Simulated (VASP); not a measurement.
A run of VASP 6.6.1:

The input INCAR:

```
SYSTEM = Hf3Br2
ALGO = Normal
EDIFF = 1E-7
ENCUT = 520
GGA = PE
ISIF = 2
ISMEAR = 0
LASPH = .TRUE.
LCHARG = .TRUE.
LELF = .TRUE.
LREAL = .FALSE.
LVHAR = .TRUE.
LWAVE = .FALSE.
NBANDS = 30
NELM = 60
PREC = Accurate
SIGMA = 0.1
```

The input KPOINTS:

```
k-points
0
G
  6 6 4
  0 0 0
```

POSCAR

```
Hf3Br2
1.0
    4.4076723631      0.0000000000      0.0000000000
   -2.2038361815      3.8171562380      0.0000000000
    0.0000000000      0.0000000000      6.8576222298
Hf Br
3 2
Direct
    0.0000000000      0.0000000000      0.0000000000
    0.3333333333      0.6666666667      0.6450000000
    0.6666666667      0.3333333333      0.3550000000
    0.3333333333      0.6666666667      0.2450000000
    0.6666666667      0.3333333333      0.7550000000
```

Potentials or basis: VASP PAW PBE potentials, release 64 (Hf_pv, Br).

Run with:

```bash
$ cat potpaw_PBE.64/Hf_pv/POTCAR potpaw_PBE.64/Br/POTCAR > POTCAR
$ mpirun -np 1 vasp_std > vasp.out
```

Hardware: 1 thread of Intel(R) Xeon(R) 6975P-C (Granite Rapids), with other jobs on the host.

**Question.** Estimate the wall time of this run.

**Answer.** Run time: 86 s on 1 thread of Intel(R) Xeon(R) 6975P-C (Granite Rapids) (shared host), peak memory 0.28 GiB. Counts: scf iterations 15, k points 24.
